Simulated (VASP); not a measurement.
## CoSi: single point with LDA

CoSi:

```xyz
2
Lattice="2.7813 0.0000 0.0000 0.0000 2.7813 0.0000 0.0000 0.0000 2.7813" Properties=species:S:1:pos:R:3 pbc="T T T"
Co    0.0000    0.0000    0.0000
Si    1.3907    1.3907    1.3907
```

```yaml
Program: VASP 6.6.1
Task: single point
Functional: LDA
Potentials_or_basis: VASP PAW LDA potentials, release 64 (Co, Si)
Cutoff: 520 eV
k_mesh: 10 × 10 × 10
Occupations: fermi-dirac, width 0.05 eV
Spin: collinear spin, ferromagnetic start
Starting_moments: "[2.0, 0.0] μB"
Dipole_correction: no
Further_INCAR_settings: ALGO = Normal; EDIFF = 1e-07; NBANDS = 18
```

```yaml
Pressure: -12.3 GPa
Net_moment: 0.31 μB per cell
Site_moments: Co +0.31; Si +0.01 μB
Valence_electrons_inside_the_program's_atomic_spheres: Co 8.64; Si 1.58
```

Levels at points of the mesh, in eV from the Fermi level:
Spin up:
| k point | band 4 | band 5 | band 6 | band 7 | band 8 | band 9 | band 10 | band 11 |
| --- | --- | --- | --- | --- | --- | --- | --- | --- |
| (0.00, 0.00, 0.00) | -1.38 | -1.38 | -1.38 | 3.05 | 3.05 | 3.05 | 7.69 | 7.69 |
| (0.50, 0.00, 0.00) | -2.65 | -2.65 | -1.23 | -0.40 | 6.83 | 8.09 | 8.09 | 9.51 |
| (0.50, 0.50, 0.00) | -3.97 | -2.18 | -2.18 | -0.70 | 1.51 | 1.91 | 8.05 | 13.52 |
| (0.50, 0.50, 0.50) | -1.66 | -0.66 | -0.66 | 1.42 | 1.42 | 1.42 | 3.61 | 3.61 |
Spin down:
```
           k point  band 2  band 3  band 4  band 5  band 6  band 7  band 8  band 9  band 10  band 11
(0.00, 0.00, 0.00)   -3.59   -3.59   -1.16   -1.16   -1.16    3.07    3.07    3.07     7.81     7.81
(0.50, 0.00, 0.00)   -8.65   -2.79   -2.47   -2.47   -1.00   -0.03    6.83    8.15     8.15     9.54
(0.50, 0.50, 0.00)   -5.10   -5.10   -3.77   -1.98   -1.98   -0.30    1.70    2.13     8.05    13.53
(0.50, 0.50, 0.50)   -5.73   -5.73   -1.65   -0.26   -0.26    1.46    1.46    1.46     3.77     3.77
```

Run time: 35 s on 1 thread of AMD EPYC 9R45 96-Core Processor (Zen 5), on a shared host, peak memory 0.13 GiB.
